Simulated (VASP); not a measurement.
# HCl (I4/mmm) in VASP: notebook, part 2 of 2

VASP 6.6.1. Earlier steps stand in the parts before.

**5. Single point, PBEsol**

Contents of INCAR:

```
PREC = Accurate ; ENCUT = 520
EDIFF = 1E-7 ; ISMEAR = -5
SIGMA = 0.1 ; LREAL = F
LASPH = T ; NELM = 60
ALGO = Normal ; ISIF = 2
LWAVE = F ; LCHARG = F
GGA = PS ; NBANDS = 11
```

Contents of KPOINTS:

```
regular mesh
0
Gamma
  6 6 6
```

Contents of POSCAR:

```
HCl
1.0
    0.0000000000      3.4081898358      3.4083410983
    1.5304107753      0.0000000000      3.4083410983
    1.5304107753      3.4081898358      0.0000000000
H Cl
1 1
Direct
    0.0000000000      0.0000000000      0.0000000000
    0.5000000000      0.5000000000      0.5000000000
```

Potentials or basis: VASP PAW PBE potentials, release 64 (H, Cl).

Run with:

```console
$ cat potpaw_PBE.64/H/POTCAR potpaw_PBE.64/Cl/POTCAR > POTCAR
$ mpirun -np 1 vasp_std > vasp.out
```

OUTCAR:

```text
PREC = Accurate
   ENCUT = 520
   EDIFF = 1E-7
   ISMEAR = -5
   LREAL = F
   LASPH = T
   NELM = 60
   ISIF = 2
   GGA = PS

 ion  position               nearest neighbor table
   1  0.000  0.000  0.000-   2 1.53   2 1.53
   2  0.500  0.500  0.500-   1 1.53   1 1.53

  LATTYP: Found a face centered orthorhombic cell.
 ALAT       =     3.0608215506
 B/A-ratio  =     2.2269771559
 C/A-ratio  =     2.2270759938

  Lattice vectors:

 A1 = (   0.0000000000,   3.4081898358,   3.4083410983)
 A2 = (   1.5304107753,   0.0000000000,   3.4083410983)
 A3 = (   1.5304107753,   3.4081898358,   0.0000000000)

Analysis of symmetry for initial positions (statically):
=====================================================================
 Subroutine PRICEL returns:
 Original cell was already a primitive cell.

 Routine SETGRP: Setting up the symmetry group for a
 face centered orthorhombic supercell.

 Subroutine GETGRP returns: Found  8 space group operations
 (whereof  8 operations were pure point group operations)
 out of a pool of  8 trial point group operations.

The static configuration has the point symmetry D_2h.

Analysis of symmetry for dynamics (positions and initial velocities):
=====================================================================
 Subroutine PRICEL returns:
 Original cell was already a primitive cell.

 Routine SETGRP: Setting up the symmetry group for a
 face centered orthorhombic supercell.

 Subroutine GETGRP returns: Found  8 space group operations
 (whereof  8 operations were pure point group operations)
 out of a pool of  8 trial point group operations.

The dynamic configuration has the point symmetry D_2h.

 Subroutine INISYM returns: Found  8 space group operations
 (whereof  8 operations are pure point group operations),
 and found     1 'primitive' translations

----------------------------------------------------------------------------------------

                                     Primitive cell

  volume of cell :      35.5553

  direct lattice vectors                    reciprocal lattice vectors
     0.000000000  3.408189836  3.408341098    -0.326709670  0.146705443  0.146698932
     1.530410775  0.000000000  3.408341098     0.326709670 -0.146705443  0.146698932
     1.530410775  3.408189836  0.000000000     0.326709670  0.146705443 -0.146698932

  length of vectors
     4.820015249  3.736167312  3.736029322     0.387017148  0.387017148  0.387017148

  position of ions in fractional coordinates (direct lattice)
     0.000000000  0.000000000  0.000000000
     0.500000000  0.500000000  0.500000000

  ion indices of the primitive-cell ions
   primitive index   ion index
                 1           1
                 2           2

----------------------------------------------------------------------------------------

 KPOINTS: regular mesh

Automatic generation of k-mesh.
 Grid dimensions read from file:
 generate k-points for:    6    6    6

 Generating k-lattice:

  Cartesian coordinates                     Fractional coordinates (reciprocal lattice)
    -0.054451612  0.024450907  0.024449822     0.166666667  0.000000000  0.000000000
     0.054451612 -0.024450907  0.024449822     0.000000000  0.166666667  0.000000000
     0.054451612  0.024450907 -0.024449822    -0.000000000 -0.000000000  0.166666667

  Length of vectors
     0.064502858  0.064502858  0.064502858

  Shift w.r.t. Gamma in fractional coordinates (k-lattice)
     0.000000000  0.000000000  0.000000000

 TETIRR: Found    198 inequivalent tetrahedra from     1296

 Subroutine IBZKPT returns following result:
 ===========================================

 Found     46 irreducible k-points:

 Following reciprocal coordinates:
            Coordinates               Weight
  0.000000  0.000000  0.000000      1.000000
  0.166667  0.000000  0.000000      8.000000
  0.333333 -0.000000  0.000000      8.000000
  0.500000  0.000000  0.000000      4.000000
  0.166667  0.166667  0.000000      2.000000
  0.333333  0.166667  0.000000      8.000000
[... 16 lines left out ...]
 -0.166667  0.166667  0.166667      8.000000
  0.500000  0.333333  0.166667      4.000000
 [... further k-points ...]
   k-points           NKPTS =     46   k-points in BZ     NKDIM =     46   number of bands    NBANDS=     11
   number of dos      NEDOS =    301   number of ions     NIONS =      2
   total plane-waves  NPLWV =  28224
   dimension x,y,z NGX =    36 NGY =   28 NGZ =   28
   dimension x,y,z NGXF=    72 NGYF=   56 NGZF=   56
   ions per type =               1   1
   NGX,Y,Z   is equivalent  to a cutoff of  12.42, 12.46, 12.46 a.u.
   NGXF,Y,Z  is equivalent  to a cutoff of  24.83, 24.92, 24.92 a.u.
 SYSTEM =  unknown system
   PREC   = accura    normal or accurate (medium, high low for compatibility)
   ISTART =      0    job   : 0-new  1-cont  2-samecut
   ICHARG =      2    charge: 1-file 2-atom 10-const
   ISPIN  =      1    spin polarized calculation?
   LNONCOLLINEAR =      F non collinear calculations
   LSORBIT =      F    spin-orbit coupling
   LASPH  =      T    aspherical Exc in radial PAW
   ENCUT  =  520.0 eV  38.22 Ry    6.18 a.u.   8.96  6.95  6.95*2*pi/ulx,y,z
   NELM   =     60;   NELMIN=  2; NELMDL= -5     # of ELM steps
   EDIFF  = 0.1E-06   stopping-criterion for ELM
   LREAL  =      F    real-space projection
   EDIFFG = 0.1E-05   stopping-criterion for IOM
   NSW    =      0    number of steps for IOM
   IBRION =     -1    ionic relax: 0-MD 1-quasi-New 2-CG
   NFREE  =      0    steps in history (QN), initial steepest desc. (CG)
   ISIF   =      2    stress and relaxation
   ISYM   =      2    0-nonsym 1-usesym 2-fastsym
   POTIM  = 0.5000    time-step for ionic-motion
   TEBEG  =    0.0;   TEEND  =   0.0 temperature during run
   PSTRESS=    0.0 pullay stress
   NELECT =       8.0000    total number of electrons
   NUPDOWN=      -1.0000    fix difference up-down
   EMIN   =  10.00;   EMAX   =-10.00  energy-range for DOS
   EFERMI =   0.00;   METHOD = LEGACY
   ISMEAR =    -5;   SIGMA  =   0.10  broadening in eV -4-tet -1-fermi 0-gaus
   EFERMI_NEDOS =   21; number of points for ismear=-14 and -15
   IALGO  =     38    algorithm
   IMIX   =      4    mixing-type and parameters
     AMIX     =   0.40;   BMIX     =  1.00
     AMIX_MAG =   1.60;   BMIX_MAG =  1.00
  volume/ion in A,a.u.               =      17.78       119.97
  Fermi-wavevector in a.u.,A,eV,Ry     =   0.995718  1.881635 13.489567  0.991455
  Thomas-Fermi vector in A             =   2.127758
   LORBIT       =      0    0 simple, 1 ext, 2 COOP (PROOUT), +10 PAW based schemes
   GGA     = PS    functional components
   LHFCALC =     F    Hartree Fock is set to
   AEXX    =    0.0000 exact exchange contribution
   IVDW    =     0    specifies the selected vdW correction
   LEPSILON=     F    determine dielectric tensor
   LRPA    =     F    only Hartree local field effects (RPA)
 non-spin polarized calculation
 Fermi weights with tetrahedron method with Bloechl corrections
  energy-cutoff  :      520.00
  volume of cell :       35.56
 maximum number of plane-waves:       970
   NGX = 17   NGY = 13   NGZ = 13

 number of electron       8.0000000 magnetization

 Free energy of the ion-electron system (eV)
  ---------------------------------------------------
  ext. energy  EPLUGINS =         0.00000000
  ---------------------------------------------------
  free energy    TOTEN  =        -5.71483665 eV

  energy without entropy =       -5.71483665  energy(sigma->0) =       -5.71483665

 E-fermi :  -1.9151     XC(G=0):  -7.6674

 val. band max:       -1.9605097922   @ k =   0.5000  -0.3333   0.1667
 cond. band min:       0.6523882913   @ k =   0.0000   0.5000   0.5000
 fundamental gap:      2.6128980835
 Fermi energy:        -1.9151023104

 k-point     1 :       0.0000    0.0000    0.0000
  band No.  band energies     occupation
      1     -16.6329      2.00000
      2      -2.3831      2.00000
      3      -2.2299      2.00000
      4      -2.2297      2.00000
      5       1.1667      0.00000
      6       5.0369      0.00000
      7       8.9852      0.00000
      8      14.4592      0.00000
      9      14.4595      0.00000
     10      15.5455      0.00000
     11      15.8818      0.00000
[... 309 lines left out ...]
 k-point    24 :       0.5000    0.3333    0.1667
  band No.  band energies     occupation
      1     -16.3974      2.00000
      2      -3.6776      2.00000
      3      -2.5926      2.00000
      4      -2.5256      2.00000
      5       0.9154      0.00000
      6       7.6196      0.00000
      7       9.9962      0.00000
      8      12.0213      0.00000
      9      14.3912      0.00000
     10      16.0380      0.00000
     11      17.0559      0.00000

 [... further k-points ...]
[... 5 lines left out ...]
  --------------------------------------------------------------------------------------
  -------------------------------------------------------------------------------------
  Total        0.1472240      0.1287327      0.1286145      0.0000000      0.0000000      0.0000000
  in kB        6.6341377      5.8008895      5.7955654      0.0000000      0.0000000      0.0000000
  external PRESSURE =       6.0768642 kB  Pullay stress =       0.0000000 kB

 VOLUME and BASIS-vectors are now :
 -----------------------------------------------------------------------------
  energy-cutoff  :      520.00
  volume of cell :       35.56
      direct lattice vectors                 reciprocal lattice vectors
     0.000000000  3.408189836  3.408341098    -0.326709670  0.146705443  0.146698932
     1.530410775  0.000000000  3.408341098     0.326709670 -0.146705443  0.146698932
     1.530410775  3.408189836  0.000000000     0.326709670  0.146705443 -0.146698932

 POSITION                                       TOTAL-FORCE (eV/Angst)
 -----------------------------------------------------------------------------------
      0.00000      0.00000      0.00000        -0.000000      0.000000      0.000000
      1.53041      3.40819      3.40834         0.000000      0.000000      0.000000
 -----------------------------------------------------------------------------------
    total drift:                                0.000000      0.000000      0.000000

  FREE ENERGIE OF THE ION-ELECTRON SYSTEM (eV)
  ---------------------------------------------------
  free  energy   TOTEN  =        -5.7148366488 eV

  energy  without entropy=       -5.7148366488  energy(sigma->0) =       -5.71483665
```

stdout:

```text
POSCAR found type information on POSCAR H Cl
 POSCAR found :  2 types and       2 ions
 scaLAPACK will be used
 -----------------------------------------------------------------------------
|                                                                             |
|                                                                             |
|     You enforced a specific xc type in the INCAR file but a different       |
|     I HOPE YOU KNOW WHAT YOU ARE DOING!                                     |
|                                                                             |
 -----------------------------------------------------------------------------

 LDA part: xc-table for (Slater+PW92), standard interpolation
 POSCAR, INCAR and KPOINTS ok, starting setup
 FFT: planning ... GRIDC
 FFT: planning ... GRID_SOFT
 FFT: planning ... GRID
 WAVECAR not read
 entering main loop
```

It took 9 s on 1 thread of Intel Xeon Platinum 8559C (Emerald Rapids), shared host; peak memory 0.17 GiB.

Results:

* Free energy: -5.7148 eV
* Pressure: 0.6 GPa
* Band gap on the k mesh: 2.61 eV, indirect (least direct gap 2.96 eV)

Levels at points of the mesh, in eV from the valence-band top:
```tsv
k point	band 1	band 2	band 3	band 4	band 5	band 6	band 7	band 8
(0.00, 0.00, 0.00)	-14.67	-0.42	-0.27	-0.27	3.13	7.00	10.95	16.42
(0.50, 0.00, 0.00)	-12.76	-7.50	-0.34	-0.23	8.34	9.46	13.51	14.94
(0.50, 0.50, 0.00)	-14.43	-2.22	-0.56	-0.08	2.88	10.21	11.47	14.20
(0.50, 0.00, 0.50)	-14.43	-2.22	-0.56	-0.08	2.88	10.21	11.47	14.20
(0.00, 0.50, 0.50)	-14.21	-1.75	-1.75	-0.71	2.61	8.13	15.14	15.14
```

Caveat: the PAW data sets were made with another functional, which shifts forces and pressure a little.

**6. Single point, PBEsol**

Contents of INCAR:

```
SYSTEM = HCl
PREC = Accurate ; ENCUT = 520
EDIFF = 1E-6 ; ISMEAR = 1
SIGMA = 0.001 ; LREAL = .FALSE.
LASPH = .TRUE. ; NELM = 60
ALGO = Normal ; ISIF = 2
LWAVE = .FALSE. ; LCHARG = .FALSE.
GGA = PS ; NBANDS = 11
```

Contents of KPOINTS:

```
regular mesh
0
G
  6 6 6
  0 0 0
```

POSCAR is that of step 5.

Potentials or basis: VASP PAW PBE potentials, release 64 (H, Cl).

Run with:

```console
$ cat potpaw_PBE.64/H/POTCAR potpaw_PBE.64/Cl/POTCAR > POTCAR
$ mpirun -np 1 vasp_std > vasp.out
```

Wall time 7.5 s (1 thread of Intel Xeon Platinum 8559C (Emerald Rapids), shared host); peak memory 0.16 GiB.

It converged, with:

```yaml
Free_energy: -5.7148 eV
Pressure: 0.6 GPa
Band_gap_on_the_k_mesh: 2.61 eV, indirect (least direct gap 2.96 eV)
```

Stress tensor (GPa, compression positive):
```
0.68 0.00 0.00
0.00 0.58 0.00
0.00 0.00 0.58
```

Levels at points of the mesh, in eV from the valence-band top:
| k point | band 1 | band 2 | band 3 | band 4 | band 5 | band 6 | band 7 | band 8 | band 9 |
| --- | --- | --- | --- | --- | --- | --- | --- | --- | --- |
| (0.00, 0.00, 0.00) | -14.67 | -0.42 | -0.27 | -0.27 | 3.13 | 7.00 | 10.95 | 16.42 | 16.42 |
| (0.50, 0.00, 0.00) | -12.76 | -7.50 | -0.34 | -0.23 | 8.34 | 9.46 | 13.51 | 14.94 | 15.40 |
| (0.50, 0.50, 0.00) | -14.43 | -2.22 | -0.56 | -0.08 | 2.88 | 10.21 | 11.47 | 14.20 | 15.71 |
| (0.50, 0.00, 0.50) | -14.43 | -2.22 | -0.56 | -0.08 | 2.88 | 10.21 | 11.47 | 14.20 | 15.71 |
| (0.00, 0.50, 0.50) | -14.21 | -1.75 | -1.75 | -0.71 | 2.61 | 8.13 | 15.14 | 15.14 | 18.65 |

Caveat: the PAW data sets were made with another functional, which shifts forces and pressure a little. A k mesh can miss the band edges.

**7. The runs side by side**

| smearing | gap on the mesh (eV) | pressure (GPa) |
| --- | --- | --- |
| gaussian 0.01 eV | 2.61 | 0.6 |
| methfessel-paxton 0.348 eV | 2.62 | 0.5 |
| tetrahedron | 2.61 | 0.6 |
| methfessel-paxton 0.001 eV | 2.61 | 0.6 |

Alike in all rows: task single point; level PBEsol; potentials or basis VASP PAW PBE potentials, release 64 (H, Cl); no spin polarisation; cell as given; k mesh 6 × 6 × 6; cutoff (eV) 520.

On the cell as given the gap runs from 2.61 eV (PBEsol) to 2.62 eV (PBEsol).

Caveats: the PAW data sets were made with another functional, which shifts forces and pressure a little.

Total energies depend on the potentials used, so only differences within one code and one set of settings carry meaning.
